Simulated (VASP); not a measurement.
Write the native input for VASP 6.6.1 that does the following.

```yaml
Task: single point
Functional: r2SCAN
Potentials_or_basis: VASP PAW PBE potentials, release 64 (Al, N)
Cutoff: 660 eV
k_mesh: 10 × 10 × 10
Occupations: gaussian, width 0.01 eV
Spin: no spin polarisation
Dipole_correction: no
Further_INCAR_settings: ALGO = Normal; EDIFF = 1e-06; NBANDS = 11
```

Crystal: AlN (rock salt).

```
CELL_PARAMETERS angstrom
0.00000 1.96706 1.96706
1.96706 0.00000 1.96706
1.96706 1.96706 0.00000
ATOMIC_POSITIONS crystal
Al 0.00000 0.00000 0.00000
N 0.50000 0.50000 0.50000
```

This cell differs from its parent crystal: volume scaled by 0.92.

One way to write it, as run:

POSCAR

```
AlN
1.0
    0.0000000000      1.9670609010      1.9670609010
    1.9670609010      0.0000000000      1.9670609010
    1.9670609010      1.9670609010      0.0000000000
Al N
1 1
Direct
    0.0000000000      0.0000000000      0.0000000000
    0.5000000000      0.5000000000      0.5000000000
```

INCAR.step1

```
SYSTEM = AlN
  PREC = Accurate
  ENCUT = 660
  ISMEAR = 0
  SIGMA = 0.01
  LREAL = .False.
  LASPH = .True.
  NELM = 120
  NBANDS = 11
  GGA = PE
  ALGO = Normal
  EDIFF = 1E-5
  LWAVE = .True.
  LCHARG = .False.
  GGA_COMPAT = .False.
```

INCAR.step2

```
SYSTEM = AlN
  PREC = Accurate
  ENCUT = 660
  EDIFF = 1E-6
  ISMEAR = 0
  SIGMA = 0.01
  LREAL = .False.
  LASPH = .True.
  NELM = 120
  ALGO = Normal
  ISIF = 2
  LWAVE = .False.
  LCHARG = .False.
  METAGGA = R2SCAN
  LMIXTAU = .True.
  NBANDS = 11
  ISTART = 1
  GGA_COMPAT = .False.
```

KPOINTS

```
regular mesh
0
Gamma
  10 10 10
  0 0 0
```

Potentials or basis: VASP PAW PBE potentials, release 64 (Al, N).

The run is started by

```console
$ cat potpaw_PBE.64/Al/POTCAR potpaw_PBE.64/N/POTCAR > POTCAR
$ cp INCAR.step1 INCAR
$ mpirun -np 1 vasp_std > vasp.out
$ cp INCAR.step2 INCAR
$ mpirun -np 1 vasp_std > vasp.out
```

It gave:

```
Pressure               : 24.4 GPa
Band gap on the k mesh : 5.83 eV, indirect (least direct gap 7.80 eV)
```

Caveat: the PAW data sets were made with another functional, which shifts forces and pressure a little.

Wall time 54 s on 1 thread of Intel Xeon 8259CL, on a shared host, peak memory 0.14 GiB.
